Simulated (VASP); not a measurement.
Here is a VASP 6.6.1 calculation.

File POSCAR:

```
Ir
1.0
    0.0000000000      3.8442572988     -3.8442572988
    3.8442572988      3.8442572988      0.0000000000
    3.8442572988      0.0000000000     -3.8442572988
Ir
8
Direct
    0.5000000000      0.0000000000      0.5000000000
    0.5000000000      0.5000000000      0.5000000000
    0.0000000000      0.0000000000      0.5000000000
    0.0000000000      0.5000000000      0.5000000000
    0.5000000000      0.0000000000      0.0000000000
    0.5000000000      0.5000000000      0.0000000000
    0.0000000000      0.0000000000      0.0000000000
    0.0000000000      0.5000000000      0.0000000000
```

Contents of INCAR.step1:

```
SYSTEM = Ir
PREC     = Accurate       ! precision mode
ENCUT    = 600            ! plane-wave cutoff, eV
ISMEAR   = 0              ! smearing method
SIGMA    = 0.1            ! smearing width, eV
LREAL    = .False.        ! projectors in reciprocal space
LASPH    = .True.         ! aspherical terms in the spheres
NELM     = 80             ! most SCF steps
GGA      = PE             ! functional
ALGO     = Normal         ! electronic algorithm
EDIFF    = 1E-4           ! SCF threshold, eV
LWAVE    = .True.         ! write WAVECAR
LCHARG   = .False.        ! write CHGCAR
```

Contents of INCAR.step2:

```
SYSTEM = Ir
PREC     = Accurate       ! precision mode
ENCUT    = 600            ! plane-wave cutoff, eV
EDIFF    = 1E-6           ! SCF threshold, eV
ISMEAR   = 0              ! smearing method
SIGMA    = 0.1            ! smearing width, eV
LREAL    = .False.        ! projectors in reciprocal space
LASPH    = .True.         ! aspherical terms in the spheres
NELM     = 80             ! most SCF steps
ALGO     = Normal         ! electronic algorithm
ISIF     = 3              ! what is computed and relaxed
LWAVE    = .False.        ! write WAVECAR
LCHARG   = .False.        ! write CHGCAR
METAGGA  = R2SCAN         ! meta-GGA
LMIXTAU  = .True.       
IBRION   = 2              ! ionic algorithm
NSW      = 80             ! ionic steps
EDIFFG   = -0.015         ! ionic threshold
ISTART   = 1
```

File KPOINTS:

```
regular mesh
0
Gamma
  8 8 8
  0 0 0
```

Potentials or basis: VASP PAW PBE potentials, release 64 (Ir).

Run with:

```console
$ cat potpaw_PBE.64/Ir/POTCAR > POTCAR
$ cp INCAR.step1 INCAR
$ mpirun -np 1 vasp_std > vasp.out
$ cp INCAR.step2 INCAR
$ mpirun -np 1 vasp_std > vasp.out
```

Q: What does it give for the relaxed volume?

A: 14.31 Å³/atom.

Q: Predict the space group after relaxing (to 0.1 Å).

A: Fm-3m (No. 225).

Q: Predict the relaxed cell.

A: a = 5.450 Å, b = 5.450 Å, c = 5.450 Å, α = 60.00°, β = 60.00°, γ = 60.00°.

Final structure:
```xyz
8
Lattice="0.0000 3.8537 -3.8537 3.8537 3.8537 0.0000 3.8537 0.0000 -3.8537" Properties=species:S:1:pos:R:3 pbc="T T T"
Ir    1.9269    1.9269   -3.8537
Ir    3.8537    3.8537   -3.8537
Ir    1.9269    0.0000   -1.9269
Ir    3.8537    1.9269   -1.9269
Ir    0.0000    1.9269   -1.9269
Ir    1.9269    3.8537   -1.9269
Ir    0.0000    0.0000    0.0000
Ir    1.9269    1.9269    0.0000
```

Caveat: the PAW data sets were made with another functional, which shifts forces and pressure a little. Zero-point motion and thermal expansion aren't in these numbers.
